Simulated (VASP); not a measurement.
# WSe2 in VASP: a series of runs

Runs on WSe2. Level: PBEsol. Tasks: single point.

Everything below comes from runs of VASP 6.6.1. Logs are shortened: lines on timing, memory, paths and dates and some standing lists are left out, and cuts for length are marked.

## Step 1: The cell of the first run

The cell holds a slab with vacuum, 3 atoms: a = 3.139 Å, b = 3.139 Å, c = 17.061 Å, α = 90.00°, β = 90.00°, γ = 120.00°.

## Step 2: Single point, PBEsol (biaxial strain in the a-b plane: -4.0 %)

Input file INCAR:

```
ALGO = Normal ; EDIFF = 1E-6
ENCUT = 520 ; GGA = PS
ISIF = 2 ; ISMEAR = 0
LASPH = True ; LCHARG = True
LELF = True ; LREAL = False
LVHAR = True ; LWAVE = False
NBANDS = 20 ; NELM = 100
PREC = Accurate ; SIGMA = 0.02
```

Input file KPOINTS:

```
k-points
0
Gamma
  12 12 2
```

Input file POSCAR:

```
WSe2
1.0
    3.1394425716      0.0000000000      0.0000000000
   -1.5697212858      2.7188370207      0.0000000000
    0.0000000000      0.0000000000     17.0610861751
W Se
1 2
Direct
    0.0000000000      0.0000000000      0.0000000000
    0.3333333333      0.6666666667      0.1007178578
    0.3333333333      0.6666666667      0.8992821422
```

Potentials or basis: VASP PAW PBE potentials, release 64 (W_sv, Se).

Run with:

```bash
cat potpaw_PBE.64/W_sv/POTCAR potpaw_PBE.64/Se/POTCAR > POTCAR
mpirun -np 1 vasp_std > vasp.out
```

OUTCAR:

```text
EDIFF = 1E-6
   ENCUT = 520
   GGA = PS
   ISIF = 2
   ISMEAR = 0
   LASPH = True
   LREAL = False
   NELM = 100
   PREC = Accurate

 ion  position               nearest neighbor table
   1  0.000  0.000  0.000-   2 2.50   3 2.50   2 2.50   3 2.50   2 2.50   3 2.50
   2  0.333  0.667  0.101-   1 2.50   1 2.50   1 2.50
   3  0.333  0.667  0.899-   1 2.50   1 2.50   1 2.50

  LATTYP: Found a hexagonal cell.
 ALAT       =     3.1394425716
 C/A-ratio  =     5.4344316821

  Lattice vectors:

 A1 = (   3.1394425716,   0.0000000000,   0.0000000000)
 A2 = (  -1.5697212858,   2.7188370207,   0.0000000000)
 A3 = (   0.0000000000,   0.0000000000,  17.0610861751)

Analysis of symmetry for initial positions (statically):
=====================================================================
 Subroutine PRICEL returns:
 Original cell was already a primitive cell.

 Routine SETGRP: Setting up the symmetry group for a
 hexagonal supercell.

 Subroutine GETGRP returns: Found 12 space group operations
 (whereof 12 operations were pure point group operations)
 out of a pool of 24 trial point group operations.

The static configuration has the point symmetry D_3h.

Analysis of symmetry for dynamics (positions and initial velocities):
=====================================================================
 Subroutine PRICEL returns:
 Original cell was already a primitive cell.

 Routine SETGRP: Setting up the symmetry group for a
 hexagonal supercell.

 Subroutine GETGRP returns: Found 12 space group operations
 (whereof 12 operations were pure point group operations)
 out of a pool of 24 trial point group operations.

The dynamic configuration has the point symmetry D_3h.

 Subroutine INISYM returns: Found 12 space group operations
 (whereof 12 operations are pure point group operations),
 and found     1 'primitive' translations

----------------------------------------------------------------------------------------

                                     Primitive cell

  volume of cell :     145.6272

  direct lattice vectors                    reciprocal lattice vectors
     3.139442572  0.000000000  0.000000000     0.318527884  0.183902160  0.000000000
    -1.569721286  2.718837021  0.000000000     0.000000000  0.367804319  0.000000000
     0.000000000  0.000000000 17.061086175     0.000000000  0.000000000  0.058612915

  length of vectors
     3.139442572  3.139442572 17.061086175     0.367804319  0.367804319  0.058612915

  position of ions in fractional coordinates (direct lattice)
     0.000000000  0.000000000  0.000000000
     0.333333333  0.666666667  0.100717858
     0.333333333  0.666666667  0.899282142

  ion indices of the primitive-cell ions
   primitive index   ion index
                 1           1
                 2           2
                 3           3

----------------------------------------------------------------------------------------

 KPOINTS: k-points

Automatic generation of k-mesh.
 Grid dimensions read from file:
 generate k-points for:   12   12    2

 Generating k-lattice:

  Cartesian coordinates                     Fractional coordinates (reciprocal lattice)
     0.026543990  0.015325180  0.000000000     0.083333333  0.000000000  0.000000000
     0.000000000  0.030650360  0.000000000     0.000000000  0.083333333  0.000000000
     0.000000000  0.000000000  0.029306458     0.000000000  0.000000000  0.500000000

  Length of vectors
     0.030650360  0.030650360  0.029306458

  Shift w.r.t. Gamma in fractional coordinates (k-lattice)
     0.000000000  0.000000000  0.000000000

 Subroutine IBZKPT returns following result:
 ===========================================

 Found     38 irreducible k-points:

 Following reciprocal coordinates:
            Coordinates               Weight
  0.000000  0.000000  0.000000      1.000000
  0.083333  0.000000  0.000000      6.000000
  0.166667 -0.000000  0.000000      6.000000
  0.250000 -0.000000  0.000000      6.000000
  0.333333  0.000000  0.000000      6.000000
  0.416667  0.000000  0.000000      6.000000
[... 16 lines left out ...]
  0.250000 -0.000000  0.500000      6.000000
  0.333333  0.000000  0.500000      6.000000
 [... further k-points ...]
   k-points           NKPTS =     38   k-points in BZ     NKDIM =     38   number of bands    NBANDS=     20
   number of dos      NEDOS =    301   number of ions     NIONS =      3
   total plane-waves  NPLWV =  73728
   dimension x,y,z NGX =    24 NGY =   24 NGZ =  128
   dimension x,y,z NGXF=    48 NGYF=   48 NGZF=  256
   ions per type =               1   2
   NGX,Y,Z   is equivalent  to a cutoff of  12.71, 12.71, 12.47 a.u.
   NGXF,Y,Z  is equivalent  to a cutoff of  25.42, 25.42, 24.95 a.u.
 SYSTEM =  unknown system
   PREC   = accura    normal or accurate (medium, high low for compatibility)
   ISTART =      0    job   : 0-new  1-cont  2-samecut
   ICHARG =      2    charge: 1-file 2-atom 10-const
   ISPIN  =      1    spin polarized calculation?
   LNONCOLLINEAR =      F non collinear calculations
   LSORBIT =      F    spin-orbit coupling
   LASPH  =      T    aspherical Exc in radial PAW
   ENCUT  =  520.0 eV  38.22 Ry    6.18 a.u.   5.84  5.84 31.72*2*pi/ulx,y,z
   NELM   =    100;   NELMIN=  2; NELMDL= -5     # of ELM steps
   EDIFF  = 0.1E-05   stopping-criterion for ELM
   LREAL  =      F    real-space projection
   EDIFFG = 0.1E-04   stopping-criterion for IOM
   NSW    =      0    number of steps for IOM
   IBRION =     -1    ionic relax: 0-MD 1-quasi-New 2-CG
   NFREE  =      0    steps in history (QN), initial steepest desc. (CG)
   ISIF   =      2    stress and relaxation
   ISYM   =      2    0-nonsym 1-usesym 2-fastsym
   POTIM  = 0.5000    time-step for ionic-motion
   TEBEG  =    0.0;   TEEND  =   0.0 temperature during run
   PSTRESS=    0.0 pullay stress
   NELECT =      26.0000    total number of electrons
   NUPDOWN=      -1.0000    fix difference up-down
   EMIN   =  10.00;   EMAX   =-10.00  energy-range for DOS
   EFERMI =   0.00;   METHOD = LEGACY
   ISMEAR =     0;   SIGMA  =   0.02  broadening in eV -4-tet -1-fermi 0-gaus
   EFERMI_NEDOS =   21; number of points for ismear=-14 and -15
   IALGO  =     38    algorithm
   IMIX   =      4    mixing-type and parameters
     AMIX     =   0.40;   BMIX     =  1.00
     AMIX_MAG =   1.60;   BMIX_MAG =  1.00
  volume/ion in A,a.u.               =      48.54       327.58
  Fermi-wavevector in a.u.,A,eV,Ry     =   0.921832  1.742010 11.561882  0.849774
  Thomas-Fermi vector in A             =   2.047292
   LORBIT       =      0    0 simple, 1 ext, 2 COOP (PROOUT), +10 PAW based schemes
   GGA     = PS    functional components
   LHFCALC =     F    Hartree Fock is set to
   AEXX    =    0.0000 exact exchange contribution
   IVDW    =     0    specifies the selected vdW correction
   LEPSILON=     F    determine dielectric tensor
   LRPA    =     F    only Hartree local field effects (RPA)
 non-spin polarized calculation
 Gauss-broadening in eV      SIGMA  =   0.02
  energy-cutoff  :      520.00
  volume of cell :      145.63
 maximum number of plane-waves:      3958
 NGX is ok and might be reduce to    24
   NGX = 11   NGY = 11   NGZ = 63

 number of electron      25.9999996 magnetization

 Free energy of the ion-electron system (eV)
  ---------------------------------------------------
  ext. energy  EPLUGINS =         0.00000000
  ---------------------------------------------------
  free energy    TOTEN  =       -23.07271843 eV

  energy without entropy =      -23.07271843  energy(sigma->0) =      -23.07271843

 E-fermi :  -0.2571     XC(G=0):  -4.9429

 val. band max:       -0.4949525042   @ k =   0.3333   0.3333   0.0000
 cond. band min:       0.9765685577   @ k =   0.1667   0.1667   0.0000
 fundamental gap:      1.4715210619
 Fermi energy:        -0.2571430821

 k-point     1 :       0.0000    0.0000    0.0000
  band No.  band energies     occupation
      1     -74.2565      2.00000
      2     -38.6300      2.00000
      3     -38.3233      2.00000
      4     -38.3233      2.00000
      5     -15.8143      2.00000
      6     -14.5522      2.00000
[... 12 lines left out ...]
     19       4.3225      0.00000
     20       5.0978      0.00000

 k-point     2 :       0.0833    0.0000    0.0000
  band No.  band energies     occupation
      1     -74.2551      2.00000
      2     -38.6250      2.00000
      3     -38.3496      2.00000
      4     -38.3294      2.00000
      5     -15.6880      2.00000
      6     -14.4826      2.00000
[... 12 lines left out ...]
     19       4.4834      0.00000
     20       5.4024      0.00000

 k-point     3 :       0.1667   -0.0000    0.0000
  band No.  band energies     occupation
      1     -74.2513      2.00000
      2     -38.6112      2.00000
      3     -38.4208      2.00000
      4     -38.3459      2.00000
      5     -15.3235      2.00000
      6     -14.2817      2.00000
[... 12 lines left out ...]
     19       4.9293      0.00000
     20       5.8592      0.00000

 k-point     4 :       0.2500   -0.0000    0.0000
  band No.  band energies     occupation
      1     -74.2462      2.00000
      2     -38.5923      2.00000
      3     -38.5167      2.00000
      4     -38.3684      2.00000
      5     -14.7664      2.00000
      6     -13.9769      2.00000
[... 12 lines left out ...]
     19       5.5928      0.00000
     20       6.3019      0.00000

 k-point     5 :       0.3333    0.0000    0.0000
  band No.  band energies     occupation
      1     -74.2411      2.00000
      2     -38.6111      2.00000
      3     -38.5734      2.00000
      4     -38.3908      2.00000
      5     -14.1056      2.00000
      6     -13.6249      2.00000
[... 12 lines left out ...]
     19       6.2545      0.00000
     20       6.3995      0.00000
[... 353 lines left out ...]
      6     -14.4826      2.00000
[... 12 lines left out ...]
     19       4.3190      0.00000
     20       5.7290      0.00000

 k-point    22 :       0.1667   -0.0000    0.5000
  band No.  band energies     occupation
      1     -74.2513      2.00000
      2     -38.6112      2.00000
      3     -38.4208      2.00000
      4     -38.3459      2.00000
      5     -15.3235      2.00000
      6     -14.2817      2.00000
[... 12 lines left out ...]
     19       4.7490      0.00000
     20       6.1517      0.00000

 k-point    23 :       0.2500   -0.0000    0.5000
  band No.  band energies     occupation
      1     -74.2462      2.00000
      2     -38.5923      2.00000
      3     -38.5167      2.00000
      4     -38.3684      2.00000
      5     -14.7664      2.00000
      6     -13.9769      2.00000
[... 12 lines left out ...]
     19       5.3592      0.00000
     20       6.7595      0.00000

 k-point    24 :       0.3333    0.0000    0.5000
  band No.  band energies     occupation
      1     -74.2411      2.00000
      2     -38.6111      2.00000
      3     -38.5734      2.00000
      4     -38.3908      2.00000
      5     -14.1056      2.00000
      6     -13.6249      2.00000
[... 12 lines left out ...]
     19       6.1413      0.00000
     20       6.5274      0.00000

 [... further k-points ...]

------------------------ aborting loop because EDIFF is reached ----------------------------------------

  FORCE on cell =-STRESS in cart. coord.  units (eV):
  Direction    XX          YY          ZZ          XY          YZ          ZX
  --------------------------------------------------------------------------------------
  -------------------------------------------------------------------------------------
  Total        4.1967185      4.1967185      0.6393966      0.0000000      0.0000000      0.0000000
  in kB       46.1719299     46.1719299      7.0345855      0.0000000      0.0000000      0.0000000
  external PRESSURE =      33.1261485 kB  Pullay stress =       0.0000000 kB

 VOLUME and BASIS-vectors are now :
 -----------------------------------------------------------------------------
  energy-cutoff  :      520.00
  volume of cell :      145.63
      direct lattice vectors                 reciprocal lattice vectors
     3.139442572  0.000000000  0.000000000     0.318527884  0.183902160  0.000000000
    -1.569721286  2.718837021  0.000000000     0.000000000  0.367804319  0.000000000
     0.000000000  0.000000000 17.061086175     0.000000000  0.000000000  0.058612915

 POSITION                                       TOTAL-FORCE (eV/Angst)
 -----------------------------------------------------------------------------------
      0.00000      0.00000      0.00000        -0.000000      0.000000      0.000000
     -0.00000      1.81256      1.71836         0.000000      0.000000      0.189043
     -0.00000      1.81256     15.34273         0.000000     -0.000000     -0.189043
 -----------------------------------------------------------------------------------
    total drift:                                0.000000     -0.000000     -0.000000

  FREE ENERGIE OF THE ION-ELECTRON SYSTEM (eV)
  ---------------------------------------------------
  free  energy   TOTEN  =       -23.0727184326 eV

  energy  without entropy=      -23.0727184326  energy(sigma->0) =      -23.07271843
```

It took 52 s on 1 thread of Intel Xeon 6975P-C (Granite Rapids), shared host; peak memory 0.31 GiB.

What came out:

```
Free energy            : -23.0727 eV
Largest force          : 0.189 eV/Å
Band gap on the k mesh : 1.47 eV (least direct gap 2.18 eV)
```

Forces in eV/Å, atoms in the order of the input:
```
W    0.000  0.000  0.000
Se   0.000  0.000  0.189
Se   0.000  0.000 -0.189
```

Caveat: the cell differs from its parent crystal (biaxial strain in the a-b plane: -4.0 %); there is no dipole correction, which matters where the two faces differ; the PAW data sets were made with another functional, which shifts forces and pressure a little; spin-orbit coupling is left out, which moves the levels of the heavy elements.

## Step 3: Single point, PBEsol

Input file INCAR:

```
PREC     = Accurate       # precision mode
ENCUT    = 520            # plane-wave cutoff, eV
EDIFF    = 1E-6           # SCF threshold, eV
ISMEAR   = 0              # smearing method
SIGMA    = 0.02           # smearing width, eV
LREAL    = F              # projectors in reciprocal space
LASPH    = T              # aspherical terms in the spheres
NELM     = 100            # most SCF steps
ALGO     = Normal         # electronic algorithm
ISIF     = 2              # what is computed and relaxed
LWAVE    = F              # write WAVECAR
LCHARG   = F              # write CHGCAR
GGA      = PS             # functional
NBANDS   = 20             # bands
```

Input file KPOINTS:

```
regular mesh
0
Gamma
  12 12 2
```

Input file POSCAR:

```
WSe2
1.0
    3.1394425716      0.0000000000      0.0000000000
   -1.5697212858      2.7188370207      0.0000000000
    0.0000000000      0.0000000000     17.0617409534
W Se
1 2
Direct
    0.0000000000      0.0000000000      0.0000000000
    0.3333333333      0.6666666667      0.1010910841
    0.3333333333      0.6666666667      0.8989089159
```

Potentials or basis: VASP PAW PBE potentials, release 64 (W_sv, Se).

Run with:

```bash
cat potpaw_PBE.64/W_sv/POTCAR potpaw_PBE.64/Se/POTCAR > POTCAR
mpirun -np 1 vasp_std > vasp.out
```

OUTCAR:

```text
PREC = Accurate
   ENCUT = 520
   EDIFF = 1E-6
   ISMEAR = 0
   LREAL = F
   LASPH = T
   NELM = 100
   ISIF = 2
   GGA = PS

 ion  position               nearest neighbor table
   1  0.000  0.000  0.000-   2 2.50   3 2.50   2 2.50   3 2.50   2 2.50   3 2.50
   2  0.333  0.667  0.101-   1 2.50   1 2.50   1 2.50
   3  0.333  0.667  0.899-   1 2.50   1 2.50   1 2.50

  LATTYP: Found a hexagonal cell.
 ALAT       =     3.1394425716
 C/A-ratio  =     5.4346402472

  Lattice vectors:

 A1 = (   3.1394425716,   0.0000000000,   0.0000000000)
 A2 = (  -1.5697212858,   2.7188370207,   0.0000000000)
 A3 = (   0.0000000000,   0.0000000000,  17.0617409534)

Analysis of symmetry for initial positions (statically):
=====================================================================
 Subroutine PRICEL returns:
 Original cell was already a primitive cell.

 Routine SETGRP: Setting up the symmetry group for a
 hexagonal supercell.

 Subroutine GETGRP returns: Found 12 space group operations
[... 164 lines left out ...]
  free energy    TOTEN  =       -23.07436843 eV

  energy without entropy =      -23.07436843  energy(sigma->0) =      -23.07436843

 E-fermi :  -0.2675     XC(G=0):  -4.9481

 val. band max:       -0.4890710791   @ k =   0.3333   0.3333   0.0000
 cond. band min:       0.9597555902   @ k =   0.1667   0.1667   0.0000
 fundamental gap:      1.4488266694
 Fermi energy:        -0.2674859230

 k-point     1 :       0.0000    0.0000    0.0000
  band No.  band energies     occupation
      1     -74.2586      2.00000
      2     -38.6286      2.00000
      3     -38.3209      2.00000
      4     -38.3209      2.00000
      5     -15.7892      2.00000
      6     -14.5475      2.00000
[... 541 lines left out ...]
     19       6.1412      0.00000
     20       6.5201      0.00000

 [... further k-points ...]

------------------------ aborting loop because EDIFF is reached ----------------------------------------

  FORCE on cell =-STRESS in cart. coord.  units (eV):
  Direction    XX          YY          ZZ          XY          YZ          ZX
  --------------------------------------------------------------------------------------
  -------------------------------------------------------------------------------------
  Total        4.0400547      4.0400547      0.2279220     -0.0000000      0.0000000      0.0000000
  in kB       44.4466231     44.4466231      2.5074822     -0.0000000      0.0000000      0.0000000
  external PRESSURE =      30.4669095 kB  Pullay stress =       0.0000000 kB

 VOLUME and BASIS-vectors are now :
 -----------------------------------------------------------------------------
  energy-cutoff  :      520.00
  volume of cell :      145.63
      direct lattice vectors                 reciprocal lattice vectors
     3.139442572  0.000000000  0.000000000     0.318527884  0.183902160  0.000000000
    -1.569721286  2.718837021  0.000000000     0.000000000  0.367804319  0.000000000
     0.000000000  0.000000000 17.061740953     0.000000000  0.000000000  0.058610666

 POSITION                                       TOTAL-FORCE (eV/Angst)
 -----------------------------------------------------------------------------------
      0.00000      0.00000      0.00000        -0.000000      0.000000      0.000000
     -0.00000      1.81256      1.72479         0.000000     -0.000000      0.069066
     -0.00000      1.81256     15.33695         0.000000     -0.000000     -0.069066
 -----------------------------------------------------------------------------------
    total drift:                                0.000000     -0.000000     -0.000000

  FREE ENERGIE OF THE ION-ELECTRON SYSTEM (eV)
  ---------------------------------------------------
  free  energy   TOTEN  =       -23.0743684325 eV

  energy  without entropy=      -23.0743684325  energy(sigma->0) =      -23.07436843
```

OSZICAR:

```text
N       E                     dE             d eps       ncg     rms          rms(c)
DAV:   1     0.173798574237E+03    0.17380E+03   -0.12203E+04  1792   0.112E+03
DAV:   2    -0.109738993966E+02   -0.18477E+03   -0.17931E+03  1952   0.265E+02
DAV:   3    -0.237625921329E+02   -0.12789E+02   -0.12681E+02  2048   0.644E+01
[... 12 lines left out ...]
DAV:  16    -0.230742784151E+02   -0.60118E-04   -0.11229E-05  1888   0.106E-02    0.709E-03
DAV:  17    -0.230743521202E+02   -0.73705E-04   -0.67968E-06  1532   0.676E-03    0.548E-03
DAV:  18    -0.230743596895E+02   -0.75693E-05   -0.23200E-07  1636   0.155E-03    0.214E-03
DAV:  19    -0.230743676120E+02   -0.79226E-05   -0.61007E-07  1428   0.165E-03    0.540E-04
DAV:  20    -0.230743684325E+02   -0.82051E-06   -0.27321E-08  1300   0.493E-04
   1 F= -.23074368E+02 E0= -.23074368E+02  d E =-.766932E-57
```

Wall time 51 s (1 thread of Intel Xeon 6975P-C (Granite Rapids), shared host); peak memory 0.31 GiB.

What came out:

```
Free energy            : -23.0744 eV
Largest force          : 0.069 eV/Å
Band gap on the k mesh : 1.45 eV (least direct gap 2.14 eV)
```

Forces on the atoms (eV/Å):
```
W    0.000  0.000  0.000
Se   0.000  0.000  0.069
Se   0.000  0.000 -0.069
```

Levels at points of the mesh, in eV from the valence-band top:
| k point | band 11 | band 12 | band 13 | band 14 | band 15 | band 16 |
| --- | --- | --- | --- | --- | --- | --- |
| (0.00, 0.00, 0.00) | -0.95 | -0.72 | -0.72 | 3.50 | 3.50 | 3.59 |
| (0.50, 0.00, 0.00) | -2.56 | -1.13 | -0.42 | 2.94 | 3.16 | 3.80 |
| (0.00, 0.00, 0.50) | -0.95 | -0.72 | -0.72 | 3.50 | 3.50 | 3.59 |
| (0.50, 0.00, 0.50) | -2.56 | -1.13 | -0.42 | 2.94 | 3.16 | 3.80 |

Caveat: there is no dipole correction, which matters where the two faces differ; the PAW data sets were made with another functional, which shifts forces and pressure a little; spin-orbit coupling is left out, which moves the levels of the heavy elements.

(Part 1 of 2 ends here.)
